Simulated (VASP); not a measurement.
Sn4Se3S, 8 atoms in the cell. The structure is orthorhombic, space group Pmmm (No. 47). The conventional cell has a = 4.273 Å, b = 6.043 Å, c = 8.546 Å, α = 90.00°, β = 90.00°, γ = 90.00°. Within 4.0 Å of Sn (site symmetry mmm) lie 4 Se at 3.02 Å and 2 S at 3.02 Å. Sn (site symmetry mm2) has 4 Se at 3.02 Å and 2 S at 3.02 Å within 4.0 Å. Sn (site symmetry mmm) has 6 Se at 3.02 Å within 4.0 Å. Within 4.0 Å of Se (site symmetry mm2) lie 6 Sn at 3.02 Å. Se (site symmetry mmm) has 6 Sn at 3.02 Å within 4.0 Å. Within 4.0 Å of S (site symmetry mmm) lie 6 Sn at 3.02 Å. 

```yaml
Program: VASP 6.6.1
Task: single point
Functional: PBE
Potentials_or_basis: VASP PAW PBE potentials, release 64 (Sn_d, Se, S)
Cutoff: 520 eV
k_mesh: 4 × 4 × 2
Occupations: gaussian, width 0.1 eV
Spin: no spin polarisation
Dipole_correction: no
Further_INCAR_settings: ALGO = Normal; EDIFF = 1e-06; NBANDS = 50
```

Potentials or basis: VASP PAW PBE potentials, release 64 (Sn_d, Se, S).

The run is started by

```bash
$ cat potpaw_PBE.64/Sn_d/POTCAR potpaw_PBE.64/Se/POTCAR potpaw_PBE.64/S/POTCAR > POTCAR
$ mpirun -np 1 vasp_std > vasp.out
```

Hardware: 1 thread of Intel(R) Xeon(R) Platinum 8259CL CPU @ 2.50GHz (Skylake/Cascade Lake), with other jobs on the host.

Problem. How long does it take, and how much memory?

Solution. Wall time 2.5 min on 1 thread of Intel(R) Xeon(R) Platinum 8259CL CPU @ 2.50GHz (Skylake/Cascade Lake), with other jobs on the host, peak memory 0.39 GiB. Counts: scf iterations 14, k points 18.
